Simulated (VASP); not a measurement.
Set up this calculation in VASP 6.6.1, as the native input.

```
Task                   : single point
Functional             : PBEsol
Potentials or basis    : VASP PAW PBE potentials, release 64 (Al)
Cutoff                 : 520 eV
k mesh                 : 16 × 16 × 16
Occupations            : gaussian, width 0.1 eV
Spin                   : no spin polarisation
Dipole correction      : no
Further INCAR settings : ALGO = Normal; EDIFF = 1e-06; NBANDS = 8
```

The structure of Al lies in POSCAR:

```
Al
1.0
   -1.6444449552      1.6205766748      1.6205766748
    1.6444449552     -1.6205766748      1.6205766748
    1.6444449552      1.6205766748     -1.6205766748
Al
1
Direct
    0.0000000000      0.0000000000      0.0000000000
```

This cell differs from its parent crystal: strained.

These files were run (other wordings do the same):

INCAR

```
SYSTEM = Al
PREC = Accurate
ENCUT = 520
EDIFF = 1E-6
ISMEAR = 0
SIGMA = 0.1
LREAL = .FALSE.
LASPH = .TRUE.
NELM = 80
ALGO = Normal
ISIF = 2
LWAVE = .FALSE.
LCHARG = .FALSE.
GGA = PS
NBANDS = 8
```

KPOINTS

```
regular mesh
0
G
  16 16 16
  0 0 0
```

Potentials or basis: VASP PAW PBE potentials, release 64 (Al).

Run with:

```console
$ cat potpaw_PBE.64/Al/POTCAR > POTCAR
$ mpirun -np 1 vasp_std > vasp.out
```

It gave:

```
Pressure               : -2.7 GPa
Band gap on the k mesh : zero (an odd number of electrons rules out a gap without spin polarisation)
```

Caveat: the cell differs from its parent crystal (strained); the PAW data sets were made with another functional, which shifts forces and pressure a little.

It took 25 s on 1 thread of AMD EPYC 7R13 Processor (Zen 3) (shared host), peak memory 0.13 GiB.
